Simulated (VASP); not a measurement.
CaSe, 2 atoms in the cell. Symmetry: P4/mmm, No. 123, tetragonal system. The conventional cell has a = 3.646 Å, b = 3.646 Å, c = 3.634 Å, α = 90.00°, β = 90.00°, γ = 90.00°. Within 4.2 Å of Ca (site symmetry 4/mmm) lie 8 Se at 3.15 Å and 6 Ca at 3.63 to 3.65 Å. Se (site symmetry 4/mmm) has 8 Ca at 3.15 Å and 6 Se at 3.63 to 3.65 Å within 4.2 Å.  This cell differs from its parent crystal: epitaxial xy strain +0.3%.

| Quantity | Value |
| --- | --- |
| Program | VASP 6.6.1 |
| Task | single point |
| Functional | r2SCAN |
| Potentials or basis | VASP PAW PBE potentials, release 64 (Ca_sv, Se) |
| Cutoff | 520 eV |
| k mesh | 8 × 8 × 8 |
| Occupations | gaussian, width 0.01 eV |
| Spin | no spin polarisation |
| Dipole correction | no |
| Further INCAR settings | ALGO = Normal; EDIFF = 1e-07; NBANDS = 15 |

Potentials or basis: VASP PAW PBE potentials, release 64 (Ca_sv, Se).

Run with:

```sh
$ cat potpaw_PBE.64/Ca_sv/POTCAR potpaw_PBE.64/Se/POTCAR > POTCAR
$ cp INCAR.step1 INCAR
$ mpirun -np 1 vasp_std > vasp.out
$ cp INCAR.step2 INCAR
$ mpirun -np 1 vasp_std > vasp.out
```

Hardware: 1 thread of Intel(R) Xeon(R) Platinum 8259CL CPU @ 2.50GHz (Skylake/Cascade Lake), on a shared host.

Problem. Estimate the wall time of this run.

Solution. It took 2.6 min on 1 thread of Intel(R) Xeon(R) Platinum 8259CL CPU @ 2.50GHz (Skylake/Cascade Lake), with other jobs on the host, peak memory 0.2 GiB. Counts: k points 75.
